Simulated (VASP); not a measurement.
# Ni in VASP: single point with PBE

Aim: the single point of Ni with PBE.

All numbers are computed with VASP 6.6.1; they aren't measurements. Logs are shortened: lines on timing, memory, paths and dates and some standing lists are left out, and cuts for length are marked.

### 1 The cell of the first run

The cell holds a sheet with vacuum, 1 atom: a = 2.259 Å, b = 2.259 Å, c = 23.800 Å, α = 90.00°, β = 90.00°, γ = 90.00°.

### 2 Single point, PBE, collinear spin, ferromagnetic start

The input, POSCAR:

```
Ni
1.0
    2.2591100000      0.0000000000      0.0000000000
    0.0000000000      2.2591100000      0.0000000000
    0.0000000000      0.0000000000     23.8000000000
Ni
1
Direct
    0.5000000000      0.5000000000      0.2941200000
```

The input, INCAR.step1:

```
PREC = Accurate
ENCUT = 520
EDIFF = 1E-7
ISMEAR = -1
SIGMA = 0.05
LREAL = F
LASPH = T
NELM = 150
ALGO = Normal
ISIF = 2
LWAVE = F
LCHARG = T
ISPIN = 2
MAGMOM = 1
LMAXMIX = 4
LDIPOL = T
IDIPOL = 3
DIPOL = 0.5 0.5 0.294
GGA = PE
NBANDS = 15
```

The input, KPOINTS.step1:

```
regular mesh
0
Gamma
  12 12 1
```

The input, INCAR.step2:

```
PREC = Accurate
ENCUT = 520
EDIFF = 1E-7
ISMEAR = -5
SIGMA = 0.05
LREAL = F
LASPH = T
NELM = 150
ALGO = Normal
ISIF = 2
LWAVE = F
LCHARG = F
ISPIN = 2
MAGMOM = 1
LORBIT = 10
LMAXMIX = 4
LDIPOL = T
IDIPOL = 3
DIPOL = 0.5 0.5 0.294
GGA = PE
NBANDS = 15
NEDOS = 2001
ICHARG = 11
```

The input, KPOINTS.step2:

```
regular mesh
0
Gamma
  18 18 1
```

Potentials or basis: VASP PAW PBE potentials, release 64 (Ni).

Started as:

```console
$ cat potpaw_PBE.64/Ni/POTCAR > POTCAR
$ cp INCAR.step1 INCAR
$ cp KPOINTS.step1 KPOINTS
$ mpirun -np 1 vasp_std > vasp.out
$ cp INCAR.step2 INCAR
$ cp KPOINTS.step2 KPOINTS
$ mpirun -np 1 vasp_std > vasp.out
```

OUTCAR:

```text
PREC = Accurate
   ENCUT = 520
   EDIFF = 1E-7
   ISMEAR = -5
   LREAL = F
   LASPH = T
   NELM = 150
   ISIF = 2
   ISPIN = 2
   LORBIT = 10
   GGA = PE
   ICHARG = 11

 ion  position               nearest neighbor table
   1  0.500  0.500  0.294-

  LATTYP: Found a simple tetragonal cell.
 ALAT       =     2.2591100000
 C/A-ratio  =    10.5351222384

  Lattice vectors:

 A1 = (   2.2591100000,   0.0000000000,   0.0000000000)
 A2 = (   0.0000000000,   2.2591100000,   0.0000000000)
 A3 = (   0.0000000000,   0.0000000000,  23.8000000000)

Analysis of symmetry for initial positions (statically):
=====================================================================
 Subroutine PRICEL returns:
 Original cell was already a primitive cell.

 Routine SETGRP: Setting up the symmetry group for a
 simple tetragonal supercell.

 Subroutine GETGRP returns: Found 16 space group operations
 (whereof  8 operations were pure point group operations)
 out of a pool of 16 trial point group operations.

The static configuration has the point symmetry C_4v.
 The point group associated with its full space group is D_4h.

Analysis of symmetry for dynamics (positions and initial velocities):
=====================================================================
 Subroutine PRICEL returns:
 Original cell was already a primitive cell.

 Routine SETGRP: Setting up the symmetry group for a
 simple tetragonal supercell.

 Subroutine GETGRP returns: Found 16 space group operations
 (whereof  8 operations were pure point group operations)
 out of a pool of 16 trial point group operations.

The dynamic configuration has the point symmetry C_4v.
 The point group associated with its full space group is D_4h.

Analysis of structural, dynamic, and magnetic symmetry:
=====================================================================
 Subroutine PRICEL returns:
 Original cell was already a primitive cell.

 Routine SETGRP: Setting up the symmetry group for a
 simple tetragonal supercell.

 Subroutine GETGRP returns: Found 16 space group operations
 (whereof  8 operations were pure point group operations)
 out of a pool of 16 trial point group operations.

The overall configuration has the point symmetry C_4v.
 The point group associated with its full space group is D_4h.

 Subroutine INISYM returns: Found 16 space group operations
 (whereof  8 operations are pure point group operations),
 and found     1 'primitive' translations

----------------------------------------------------------------------------------------

                                     Primitive cell

  volume of cell :     121.4652

  direct lattice vectors                    reciprocal lattice vectors
     2.259110000  0.000000000  0.000000000     0.442652195  0.000000000  0.000000000
     0.000000000  2.259110000  0.000000000     0.000000000  0.442652195  0.000000000
     0.000000000  0.000000000 23.800000000     0.000000000  0.000000000  0.042016807

  length of vectors
     2.259110000  2.259110000 23.800000000     0.442652195  0.442652195  0.042016807

  position of ions in fractional coordinates (direct lattice)
     0.500000000  0.500000000  0.294120000

  ion indices of the primitive-cell ions
   primitive index   ion index
                 1           1

----------------------------------------------------------------------------------------

 KPOINTS: regular mesh

Automatic generation of k-mesh.
 Grid dimensions read from file:
 generate k-points for:   18   18    1

 Generating k-lattice:

  Cartesian coordinates                     Fractional coordinates (reciprocal lattice)
     0.024591789  0.000000000  0.000000000     0.055555556  0.000000000  0.000000000
     0.000000000  0.024591789  0.000000000     0.000000000  0.055555556  0.000000000
     0.000000000  0.000000000  0.042016807     0.000000000  0.000000000  1.000000000

  Length of vectors
     0.024591789  0.024591789  0.042016807

  Shift w.r.t. Gamma in fractional coordinates (k-lattice)
     0.000000000  0.000000000  0.000000000

 TETIRR: Found    495 inequivalent tetrahedra from     1944

 Subroutine IBZKPT returns following result:
 ===========================================

 Found     55 irreducible k-points:

 Following reciprocal coordinates:
            Coordinates               Weight
  0.000000  0.000000  0.000000      1.000000
  0.055556  0.000000  0.000000      4.000000
  0.111111  0.000000  0.000000      4.000000
  0.166667  0.000000  0.000000      4.000000
  0.222222  0.000000  0.000000      4.000000
  0.277778  0.000000  0.000000      4.000000
[... 16 lines left out ...]
  0.277778  0.111111  0.000000      8.000000
  0.333333  0.111111  0.000000      8.000000
 [... further k-points ...]
   k-points           NKPTS =     55   k-points in BZ     NKDIM =     55   number of bands    NBANDS=     15
   number of dos      NEDOS =   2001   number of ions     NIONS =      1
   total plane-waves  NPLWV =  58320
   dimension x,y,z NGX =    18 NGY =   18 NGZ =  180
   dimension x,y,z NGXF=    36 NGYF=   36 NGZF=  360
   ions per type =               1
   NGX,Y,Z   is equivalent  to a cutoff of  13.25, 13.25, 12.57 a.u.
   NGXF,Y,Z  is equivalent  to a cutoff of  26.49, 26.49, 25.15 a.u.
 SYSTEM =  unknown system
   PREC   = accura    normal or accurate (medium, high low for compatibility)
   ISTART =      0    job   : 0-new  1-cont  2-samecut
   ICHARG =     11    charge: 1-file 2-atom 10-const
   ISPIN  =      2    spin polarized calculation?
   LNONCOLLINEAR =      F non collinear calculations
   LSORBIT =      F    spin-orbit coupling
   LASPH  =      T    aspherical Exc in radial PAW
   ENCUT  =  520.0 eV  38.22 Ry    6.18 a.u.   4.20  4.20 44.25*2*pi/ulx,y,z
   NELM   =    150;   NELMIN=  2; NELMDL=  0     # of ELM steps
   EDIFF  = 0.1E-06   stopping-criterion for ELM
   LREAL  =      F    real-space projection
   EDIFFG = 0.1E-05   stopping-criterion for IOM
   NSW    =      0    number of steps for IOM
   IBRION =     -1    ionic relax: 0-MD 1-quasi-New 2-CG
   NFREE  =      0    steps in history (QN), initial steepest desc. (CG)
   ISIF   =      2    stress and relaxation
   ISYM   =      2    0-nonsym 1-usesym 2-fastsym
   POTIM  = 0.5000    time-step for ionic-motion
   TEBEG  =    0.0;   TEEND  =   0.0 temperature during run
   PSTRESS=    0.0 pullay stress
   NELECT =      10.0000    total number of electrons
   NUPDOWN=      -1.0000    fix difference up-down
   EMIN   =  10.00;   EMAX   =-10.00  energy-range for DOS
   EFERMI =   0.00;   METHOD = LEGACY
   ISMEAR =    -5;   SIGMA  =   0.05  broadening in eV -4-tet -1-fermi 0-gaus
   EFERMI_NEDOS =   21; number of points for ismear=-14 and -15
   IALGO  =     38    algorithm
   IMIX   =      4    mixing-type and parameters
     AMIX     =   0.40;   BMIX     =  1.00
     AMIX_MAG =   1.60;   BMIX_MAG =  1.00
  volume/ion in A,a.u.               =     121.47       819.69
  Fermi-wavevector in a.u.,A,eV,Ry     =   0.712182  1.345829  6.900916  0.507203
  Thomas-Fermi vector in A             =   1.799490
   LORBIT       =     10    0 simple, 1 ext, 2 COOP (PROOUT), +10 PAW based schemes
   GGA     = PE    functional components
   LHFCALC =     F    Hartree Fock is set to
   AEXX    =    0.0000 exact exchange contribution
   IVDW    =     0    specifies the selected vdW correction
   LEPSILON=     F    determine dielectric tensor
   LRPA    =     F    only Hartree local field effects (RPA)
 spin polarized calculation
 Fermi weights with tetrahedron method with Bloechl corrections
  energy-cutoff  :      520.00
  volume of cell :      121.47
 maximum number of plane-waves:      3306
 NGX is ok and might be reduce to    18

 number of electron       9.9999988 magnetization       0.8596362

 dipolmoment           0.000000      0.000000     -0.000000 electrons x Angstroem

 Free energy of the ion-electron system (eV)
  ---------------------------------------------------
  ext. energy  EPLUGINS =         0.00000000
  ---------------------------------------------------
  free energy    TOTEN  =        -3.95145281 eV

  energy without entropy =       -3.95145281  energy(sigma->0) =       -3.95145281

 E-fermi :  -3.8794     XC(G=0):  -1.9387

 val. band max:       -3.8807974929   @ k =   0.0556   0.0000   0.0000
 cond. band min:      -3.9149641143   @ k =   0.2778   0.1667   0.0000
 fundamental gap:     -0.0341666215
 Fermi energy:        -3.8793626286

 spin component 1

 k-point     1 :       0.0000    0.0000    0.0000
  band No.  band energies     occupation
      1      -9.7574      1.00000
      2      -7.7271      1.00000
      3      -5.8746      1.00000
      4      -4.7268      1.00000
      5      -4.7268      1.00000
      6      -4.4866      1.00000
      7      -3.1027      0.00000
      8       0.9881      0.00000
      9       1.4478      0.00000
     10       1.5519      0.00000
     11       2.3853      0.00000
     12       2.6544      0.00000
     13       4.0337      0.00000
     14       4.4010      0.00000
     15       6.2996      0.00000
[... 397 lines left out ...]
 k-point    24 :       0.3333    0.1111    0.0000
  band No.  band energies     occupation
      1      -7.3089      1.00000
      2      -6.4406      1.00000
      3      -6.0203      1.00000
      4      -5.1277      1.00000
      5      -4.8548      1.00000
      6      -4.4333      0.98775
      7       1.3519      0.00000
      8       4.4516      0.00000
      9       5.1280      0.00000
     10       5.1501      0.00000
     11       6.0426      0.00000
     12       6.0750      0.00000
     13       6.5372      0.00000
     14       7.7269      0.00000
     15       7.9952      0.00000

 [... further k-points ...]

 spin component 2

 k-point     1 :       0.0000    0.0000    0.0000
  band No.  band energies     occupation
      1      -9.6549      1.00000
      2      -7.1021      1.00000
      3      -5.4039      1.00000
      4      -3.6006     -0.34909
      5      -3.6006      0.00000
      6      -3.2925      0.00000
      7      -3.1381      0.00000
      8       0.9476      0.00000
      9       1.4025      0.00000
     10       1.5394      0.00000
     11       2.3629      0.00000
     12       2.6444      0.00000
     13       4.0097      0.00000
     14       4.3864      0.00000
     15       6.2790      0.00000
[... 397 lines left out ...]
 k-point    24 :       0.3333    0.1111    0.0000
  band No.  band energies     occupation
      1      -6.8622      1.00000
      2      -5.5427      1.00000
      3      -5.3198      1.00000
      4      -4.5240      1.00000
      5      -3.8086      0.38349
      6      -3.7520     -0.00621
      7       1.4506      0.00000
      8       4.4070      0.00000
      9       5.0930      0.00000
     10       5.1408      0.00000
     11       6.0566      0.00000
     12       6.0768      0.00000
     13       6.6636      0.00000
     14       7.7097      0.00000
     15       7.9801      0.00000

 [... further k-points ...]

------------------------ aborting loop because EDIFF is reached ----------------------------------------

 vacuum level on the upper side and lower side of the slab       (xc-potential included)        -0.069        -0.072

  FORCE on cell =-STRESS in cart. coord.  units (eV):
  Direction    XX          YY          ZZ          XY          YZ          ZX
  --------------------------------------------------------------------------------------
  -------------------------------------------------------------------------------------
  Total        0.2072182      0.2072182      0.1750432      0.0000000     -0.0000000      0.0000000
  in kB        2.7332971      2.7332971      2.3088940      0.0000000     -0.0000000      0.0000000
  external PRESSURE =       2.5918294 kB  Pullay stress =       0.0000000 kB

 VOLUME and BASIS-vectors are now :
 -----------------------------------------------------------------------------
  energy-cutoff  :      520.00
  volume of cell :      121.47
      direct lattice vectors                 reciprocal lattice vectors
     2.259110000  0.000000000  0.000000000     0.442652195  0.000000000  0.000000000
     0.000000000  2.259110000  0.000000000     0.000000000  0.442652195  0.000000000
     0.000000000  0.000000000 23.800000000     0.000000000  0.000000000  0.042016807

 POSITION                                       TOTAL-FORCE (eV/Angst)
 -----------------------------------------------------------------------------------
      1.12956      1.12956      7.00006         0.000000      0.000000      0.000000
 -----------------------------------------------------------------------------------
    total drift:                                0.000000     -0.000000      0.000043

  FREE ENERGIE OF THE ION-ELECTRON SYSTEM (eV)
  ---------------------------------------------------
  free  energy   TOTEN  =        -3.9514528118 eV

  energy  without entropy=       -3.9514528118  energy(sigma->0) =       -3.95145281

 vacuum level on the upper side and lower side of the slab         1.307         1.305

 total charge

# of ion       s       p       d       tot
------------------------------------------
    1        0.536   0.294   8.332   9.162

 magnetization (x)

# of ion       s       p       d       tot
------------------------------------------
    1        0.007  -0.011   0.879   0.876
```

It took 2.5 min on 1 thread of Intel Xeon Platinum 8559C (Emerald Rapids), shared host; peak memory 0.34 GiB.

What came out:

| Quantity | Value |
| --- | --- |
| Net moment | 0.86 μB per cell |
| Site moments | Ni +0.88 μB |
| Valence electrons inside the program's atomic spheres | Ni 9.16 |

Caveat: tetrahedron occupations give inexact forces and stress in metals.
